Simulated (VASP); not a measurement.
# Mg2CdS3 (Cmc2_1) in VASP: single point with PBE

Aim: the single point of Mg2CdS3 with PBE.

Everything below comes from runs of VASP 6.6.1. Logs are shortened: lines on timing, memory, paths and dates and some standing lists are left out, and cuts for length are marked.

## 1. The cell of the first run

It takes space group Cmc2_1 (No. 36, orthorhombic). The conventional cell has a = 12.399 Å, b = 7.159 Å, c = 6.688 Å, α = 90.00°, β = 90.00°, γ = 90.00°. Mg (site symmetry 1) has 4 S at 2.49 to 2.50 Å within 3.3 Å. Within 3.4 Å of Cd (site symmetry m) lie 4 S at 2.59 to 2.60 Å. Within 3.3 Å of S (site symmetry m) lie 2 Mg at 2.49 Å and 2 Cd at 2.59 to 2.60 Å. S (site symmetry 1) has 3 Mg at 2.49 to 2.50 Å and 1 Cd at 2.59 Å within 3.3 Å.

## 2. Single point, PBE (24.74 Å³/atom)

Contents of INCAR:

```
  PREC = Accurate
  ENCUT = 520
  EDIFF = 1E-6
  ISMEAR = 0
  SIGMA = 0.02
  LREAL = False
  LASPH = True
  NELM = 80
  ALGO = Normal
  ISIF = 2
  LWAVE = False
  LCHARG = False
  GGA = PE
  NBANDS = 46
```

Contents of KPOINTS:

```
Automatic mesh
0
Gamma
  6 6 4
```

Contents of POSCAR:

```
Mg2CdS3
1.0
    6.1995938118     -3.5796730691      0.0000000000
    6.1995938118      3.5796730691      0.0000000000
    0.0000000000      0.0000000000      6.6878993128
Mg Cd S
4 2 6
Direct
    0.1661151187      0.4978696210      0.5013959097
    0.8338848813      0.5021303790      0.0013959097
    0.4978696210      0.1661151187      0.0013959097
    0.5021303790      0.8338848813      0.5013959097
    0.8297899874      0.1702100126      0.5019859362
    0.1702100126      0.8297899874      0.0019859362
    0.8241771087      0.1758228913      0.1139244777
    0.1671367466      0.4893745776      0.1281488833
    0.8328632534      0.5106254224      0.6281488833
    0.1758228913      0.8241771087      0.6139244777
    0.4893745776      0.1671367466      0.6281488833
    0.5106254224      0.8328632534      0.1281488833
```

Potentials or basis: VASP PAW PBE potentials, release 64 (Mg, Cd, S).

Launch:

```sh
$ cat potpaw_PBE.64/Mg/POTCAR potpaw_PBE.64/Cd/POTCAR potpaw_PBE.64/S/POTCAR > POTCAR
$ mpirun -np 1 vasp_std > vasp.out
```

OUTCAR:

```text
PREC = Accurate
   ENCUT = 520
   EDIFF = 1E-6
   ISMEAR = 0
   LREAL = False
   LASPH = True
   NELM = 80
   ISIF = 2
   GGA = PE

 ion  position               nearest neighbor table
   1  0.166  0.498  0.501-  10 2.49   9 2.49  11 2.49   8 2.50
   2  0.834  0.502  0.001-   7 2.49   8 2.49  12 2.49   9 2.50
   3  0.498  0.166  0.001-   7 2.49  12 2.49   8 2.49  11 2.50
   4  0.502  0.834  0.501-  10 2.49  11 2.49   9 2.49  12 2.50
   5  0.830  0.170  0.502-  10 2.59   9 2.59  11 2.59   7 2.60
   6  0.170  0.830  0.002-   7 2.59   8 2.59  12 2.59  10 2.60
   7  0.824  0.176  0.114-   2 2.49   3 2.49   6 2.59   5 2.60
   8  0.167  0.489  0.128-   2 2.49   3 2.49   1 2.50   6 2.59
   9  0.833  0.511  0.628-   1 2.49   4 2.49   2 2.50   5 2.59
  10  0.176  0.824  0.614-   1 2.49   4 2.49   5 2.59   6 2.60
  11  0.489  0.167  0.628-   4 2.49   1 2.49   3 2.50   5 2.59
  12  0.511  0.833  0.128-   3 2.49   2 2.49   4 2.50   6 2.59

  LATTYP: Found a base centered orthorhombic cell.
 ALAT       =     7.1593461382
 B/A-ratio  =     1.7318882736
 C/A-ratio  =     0.9341494577

  Lattice vectors:

 A1 = (  -6.1995938118,  -3.5796730691,   0.0000000000)
 A2 = (   6.1995938118,  -3.5796730691,   0.0000000000)
 A3 = (   0.0000000000,   0.0000000000,   6.6878993128)

Analysis of symmetry for initial positions (statically):
=====================================================================
 Subroutine PRICEL returns:
 Original cell was already a primitive cell.

 Routine SETGRP: Setting up the symmetry group for a
 base centered orthorhombic supercell.

 Subroutine GETGRP returns: Found  4 space group operations
 (whereof  2 operations were pure point group operations)
 out of a pool of  8 trial point group operations.

The static configuration has the point symmetry C_1h.
 The point group associated with its full space group is C_2v.

Analysis of symmetry for dynamics (positions and initial velocities):
=====================================================================
 Subroutine PRICEL returns:
 Original cell was already a primitive cell.

 Routine SETGRP: Setting up the symmetry group for a
 base centered orthorhombic supercell.

 Subroutine GETGRP returns: Found  4 space group operations
 (whereof  2 operations were pure point group operations)
 out of a pool of  8 trial point group operations.

The dynamic configuration has the point symmetry C_1h.
 The point group associated with its full space group is C_2v.

 Subroutine INISYM returns: Found  4 space group operations
 (whereof  2 operations are pure point group operations),
 and found     1 'primitive' translations

----------------------------------------------------------------------------------------

                                     Primitive cell

  volume of cell :     296.8427

  direct lattice vectors                    reciprocal lattice vectors
     6.199593812 -3.579673069  0.000000000     0.080650445 -0.139677560  0.000000000
     6.199593812  3.579673069  0.000000000     0.080650445  0.139677560  0.000000000
     0.000000000  0.000000000  6.687899313     0.000000000  0.000000000  0.149523782

  length of vectors
     7.158842275  7.158842275  6.687899313     0.161289538  0.161289538  0.149523782

  position of ions in fractional coordinates (direct lattice)
     0.166115119  0.497869621  0.501395910
     0.833884881  0.502130379  0.001395910
     0.497869621  0.166115119  0.001395910
     0.502130379  0.833884881  0.501395910
     0.829789987  0.170210013  0.501985936
     0.170210013  0.829789987  0.001985936
     0.824177109  0.175822891  0.113924478
     0.167136747  0.489374578  0.128148883
     0.832863253  0.510625422  0.628148883
     0.175822891  0.824177109  0.613924478
     0.489374578  0.167136747  0.628148883
     0.510625422  0.832863253  0.128148883

  ion indices of the primitive-cell ions
   primitive index   ion index
                 1           1
                 2           2
                 3           3
                 4           4
                 5           5
                 6           6
                 7           7
                 8           8
                 9           9
                10          10
                11          11
                12          12

----------------------------------------------------------------------------------------

 KPOINTS: Automatic mesh

Automatic generation of k-mesh.
 Grid dimensions read from file:
 generate k-points for:    6    6    4

 Generating k-lattice:

  Cartesian coordinates                     Fractional coordinates (reciprocal lattice)
     0.013441741 -0.023279593  0.000000000     0.166666667 -0.000000000  0.000000000
     0.013441741  0.023279593  0.000000000    -0.000000000  0.166666667  0.000000000
     0.000000000  0.000000000  0.037380946     0.000000000  0.000000000  0.250000000

  Length of vectors
     0.026881590  0.026881590  0.037380946

  Shift w.r.t. Gamma in fractional coordinates (k-lattice)
     0.000000000  0.000000000  0.000000000

 Subroutine IBZKPT returns following result:
 ===========================================

 Found     39 irreducible k-points:

 Following reciprocal coordinates:
            Coordinates               Weight
  0.000000  0.000000  0.000000      1.000000
  0.166667  0.000000  0.000000      4.000000
  0.333333  0.000000  0.000000      4.000000
  0.500000  0.000000  0.000000      2.000000
  0.166667  0.166667  0.000000      2.000000
  0.333333  0.166667  0.000000      4.000000
[... 16 lines left out ...]
  0.333333  0.333333  0.250000      4.000000
  0.500000  0.333333  0.250000      8.000000
 [... further k-points ...]
   k-points           NKPTS =     39   k-points in BZ     NKDIM =     39   number of bands    NBANDS=     46
   number of dos      NEDOS =    301   number of ions     NIONS =     12
   total plane-waves  NPLWV = 145800
   dimension x,y,z NGX =    54 NGY =   54 NGZ =   50
   dimension x,y,z NGXF=   108 NGYF=  108 NGZF=  100
   ions per type =               4   2   6
   NGX,Y,Z   is equivalent  to a cutoff of  12.54, 12.54, 12.43 a.u.
   NGXF,Y,Z  is equivalent  to a cutoff of  25.08, 25.08, 24.86 a.u.
 SYSTEM =  unknown system
   PREC   = accura    normal or accurate (medium, high low for compatibility)
   ISTART =      0    job   : 0-new  1-cont  2-samecut
   ICHARG =      2    charge: 1-file 2-atom 10-const
   ISPIN  =      1    spin polarized calculation?
   LNONCOLLINEAR =      F non collinear calculations
   LSORBIT =      F    spin-orbit coupling
   LASPH  =      T    aspherical Exc in radial PAW
   ENCUT  =  520.0 eV  38.22 Ry    6.18 a.u.  13.31 13.31 12.44*2*pi/ulx,y,z
   NELM   =     80;   NELMIN=  2; NELMDL= -5     # of ELM steps
   EDIFF  = 0.1E-05   stopping-criterion for ELM
   LREAL  =      F    real-space projection
   EDIFFG = 0.1E-04   stopping-criterion for IOM
   NSW    =      0    number of steps for IOM
   IBRION =     -1    ionic relax: 0-MD 1-quasi-New 2-CG
   NFREE  =      0    steps in history (QN), initial steepest desc. (CG)
   ISIF   =      2    stress and relaxation
   ISYM   =      2    0-nonsym 1-usesym 2-fastsym
   POTIM  = 0.5000    time-step for ionic-motion
   TEBEG  =    0.0;   TEEND  =   0.0 temperature during run
   PSTRESS=    0.0 pullay stress
   NELECT =      68.0000    total number of electrons
   NUPDOWN=      -1.0000    fix difference up-down
   EMIN   =  10.00;   EMAX   =-10.00  energy-range for DOS
   EFERMI =   0.00;   METHOD = LEGACY
   ISMEAR =     0;   SIGMA  =   0.02  broadening in eV -4-tet -1-fermi 0-gaus
   EFERMI_NEDOS =   21; number of points for ismear=-14 and -15
   IALGO  =     38    algorithm
   IMIX   =      4    mixing-type and parameters
     AMIX     =   0.40;   BMIX     =  1.00
     AMIX_MAG =   1.60;   BMIX_MAG =  1.00
  volume/ion in A,a.u.               =      24.74       166.93
  Fermi-wavevector in a.u.,A,eV,Ry     =   1.001695  1.892930 13.652001  1.003394
  Thomas-Fermi vector in A             =   2.134134
   LORBIT       =      0    0 simple, 1 ext, 2 COOP (PROOUT), +10 PAW based schemes
   GGA     = PE    functional components
   LHFCALC =     F    Hartree Fock is set to
   AEXX    =    0.0000 exact exchange contribution
   IVDW    =     0    specifies the selected vdW correction
   LEPSILON=     F    determine dielectric tensor
   LRPA    =     F    only Hartree local field effects (RPA)
 non-spin polarized calculation
 Gauss-broadening in eV      SIGMA  =   0.02
  energy-cutoff  :      520.00
  volume of cell :      296.84
 maximum number of plane-waves:      8018
 NGX is ok and might be reduce to    54
   NGX = 27   NGY = 27   NGZ = 25

 number of electron      68.0000006 magnetization

 Free energy of the ion-electron system (eV)
  ---------------------------------------------------
  ext. energy  EPLUGINS =         0.00000000
  ---------------------------------------------------
  free energy    TOTEN  =       -46.21136374 eV

  energy without entropy =      -46.21136374  energy(sigma->0) =      -46.21136374

 E-fermi :   0.8543     XC(G=0):  -8.4249

 val. band max:        0.7566541368   @ k =   0.0000   0.0000   0.0000
 cond. band min:       3.2036400247   @ k =   0.0000   0.0000   0.0000
 fundamental gap:      2.4469858880
 Fermi energy:         0.8542545561

 k-point     1 :       0.0000    0.0000    0.0000
  band No.  band energies     occupation
      1     -10.6534      2.00000
      2     -10.1647      2.00000
      3     -10.0457      2.00000
      4      -9.9996      2.00000
      5      -9.9770      2.00000
      6      -9.9739      2.00000
[... 38 lines left out ...]
     45       7.9447      0.00000
     46       8.0594      0.00000
[... 1086 lines left out ...]
      6      -9.9768      2.00000
[... 38 lines left out ...]
     45       7.4247      0.00000
     46       7.5855      0.00000

 [... further k-points ...]

------------------------ aborting loop because EDIFF is reached ----------------------------------------

  FORCE on cell =-STRESS in cart. coord.  units (eV):
  Direction    XX          YY          ZZ          XY          YZ          ZX
  --------------------------------------------------------------------------------------
  -------------------------------------------------------------------------------------
  Total       -2.7904679     -2.7947557     -2.7823573      0.0000000      0.0000000      0.0000000
  in kB      -15.0612593    -15.0844024    -15.0174831      0.0000000      0.0000000      0.0000000
  external PRESSURE =     -15.0543816 kB  Pullay stress =       0.0000000 kB

 VOLUME and BASIS-vectors are now :
 -----------------------------------------------------------------------------
  energy-cutoff  :      520.00
  volume of cell :      296.84
      direct lattice vectors                 reciprocal lattice vectors
     6.199593812 -3.579673069  0.000000000     0.080650445 -0.139677560  0.000000000
     6.199593812  3.579673069  0.000000000     0.080650445  0.139677560  0.000000000
     0.000000000  0.000000000  6.687899313     0.000000000  0.000000000  0.149523782

 POSITION                                       TOTAL-FORCE (eV/Angst)
 -----------------------------------------------------------------------------------
      4.11644      1.18757      3.35329        -0.000322     -0.000322      0.000929
      8.28275     -1.18757      0.00934         0.000322      0.000322      0.000929
      4.11644     -1.18757      0.00934        -0.000322      0.000322      0.000929
      8.28275      1.18757      3.35329         0.000322     -0.000322      0.000929
      6.19959     -2.36108      3.35723         0.000000      0.000703     -0.001279
      6.19959      2.36108      0.01328         0.000000     -0.000703     -0.001279
      6.19959     -2.32090      0.76192         0.000000      0.033024     -0.022638
      4.07010      1.15351      0.85705        -0.027795     -0.015081      0.011029
      8.32908     -1.15351      4.20100         0.027795      0.015081      0.011029
      6.19959      2.32090      4.10587         0.000000     -0.033024     -0.022638
      4.07010     -1.15351      4.20100        -0.027795      0.015081      0.011029
      8.32908      1.15351      0.85705         0.027795     -0.015081      0.011029
 -----------------------------------------------------------------------------------
    total drift:                               -0.000001     -0.000000      0.001771

  FREE ENERGIE OF THE ION-ELECTRON SYSTEM (eV)
  ---------------------------------------------------
  free  energy   TOTEN  =       -46.2113637444 eV

  energy  without entropy=      -46.2113637444  energy(sigma->0) =      -46.21136374
```

Run time: 12 min. Hardware: 1 thread of Intel Xeon Platinum 8259CL at 2.50GHz (Skylake/Cascade Lake), shared host; peak memory 0.67 GiB.

Results:

| Item | Value |
| --- | --- |
| Free energy | -46.2114 eV |
| Pressure | -1.5 GPa |
| Largest force | 0.040 eV/Å |
| Band gap on the k mesh | 2.45 eV |

Forces on the atoms (eV/Å):
```
Mg   0.000  0.000  0.001
Mg   0.000  0.000  0.001
Mg   0.000  0.000  0.001
Mg   0.000  0.000  0.001
Cd   0.000  0.001 -0.001
Cd   0.000 -0.001 -0.001
S    0.000  0.033 -0.023
S   -0.028 -0.015  0.011
S    0.028  0.015  0.011
S    0.000 -0.033 -0.023
S   -0.028  0.015  0.011
S    0.028 -0.015  0.011
```

Levels at points of the mesh, in eV from the valence-band top:
| k point | band 30 | band 31 | band 32 | band 33 | band 34 | band 35 | band 36 | band 37 | band 38 | band 39 |
| --- | --- | --- | --- | --- | --- | --- | --- | --- | --- | --- |
| (0.00, 0.00, 0.00) | -0.47 | -0.46 | -0.03 | -0.02 | 0.00 | 2.45 | 3.78 | 4.89 | 4.93 | 6.00 |
| (0.50, 0.00, 0.00) | -0.53 | -0.45 | -0.44 | -0.35 | -0.32 | 3.93 | 4.08 | 4.88 | 5.04 | 5.46 |
| (0.50, 0.50, 0.00) | -0.63 | -0.49 | -0.40 | -0.36 | -0.27 | 3.79 | 4.32 | 4.90 | 4.90 | 5.24 |
| (0.00, 0.00, 0.50) | -0.49 | -0.25 | -0.25 | -0.24 | -0.24 | 3.83 | 3.83 | 5.22 | 5.22 | 5.46 |
| (0.50, 0.00, 0.50) | -0.81 | -0.75 | -0.75 | -0.59 | -0.59 | 4.07 | 4.07 | 4.92 | 4.92 | 5.31 |
| (0.50, 0.50, 0.50) | -0.74 | -0.73 | -0.73 | -0.63 | -0.63 | 4.08 | 4.08 | 4.91 | 4.91 | 5.30 |
